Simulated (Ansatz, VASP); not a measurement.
# One calculation of Na, two programs

```
Na
1.0
    -2.11042    2.11042    2.11042
     2.11042   -2.11042    2.11042
     2.11042    2.11042   -2.11042
Na
1
Direct
  0.00000 0.00000 0.00000
```

Change from the starting cell: volume scaled by 0.99.

Alike in both runs: task single point; functional PBE; k mesh 12 × 12 × 12; occupations fermi-dirac, width 0.05 eV; no spin polarisation.

|  | VASP | Ansatz |
| --- | --- | --- |
| version | VASP 6.6.1 | Ansatz 0.2.0 |
| potentials or method | VASP PAW PBE potentials, release 64 (Na_pv), cutoff 520 eV | all-electron LAPW, scalar-relativistic |

```tsv
	VASP	Ansatz	Ansatz less VASP
pressure (GPa)	-0.1	-0.1	+0.04
```

Ansatz ran all-electron here, and VASP with PAW potentials.
